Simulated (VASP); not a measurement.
Mg9O8 (a cell with a defect), 17 atoms in the cell. The cell holds a defect, 17 atoms: a = 5.694 Å, b = 5.694 Å, c = 5.694 Å, α = 60.00°, β = 60.00°, γ = 60.00°. 

```yaml
Program: VASP 6.6.1
Task: single point
Functional: PBE
Potentials_or_basis: VASP PAW PBE potentials, release 64 (Mg, O)
Cutoff: 520 eV
k_mesh: 2 × 2 × 2
Occupations: gaussian, width 0.05 eV
Spin: no spin polarisation
Dipole_correction: no
Further_INCAR_settings: LREAL = Auto; ALGO = Normal; EDIFF = 1e-06; NBANDS = 47
```

Potentials or basis: VASP PAW PBE potentials, release 64 (Mg, O).

Run with:

```bash
$ cat potpaw_PBE.64/Mg/POTCAR potpaw_PBE.64/O/POTCAR > POTCAR
$ mpirun -np 1 vasp_std > vasp.out
```

Hardware: 1 thread of Intel(R) Xeon(R) Platinum 8375C CPU @ 2.90GHz (Ice Lake), on a shared host.

Question: Estimate the wall time of this run.

Answer: Run time: 100 s on 1 thread of Intel(R) Xeon(R) Platinum 8375C CPU @ 2.90GHz (Ice Lake), with other jobs on the host, peak memory 0.26 GiB. Counts: scf iterations 14, k points 8.
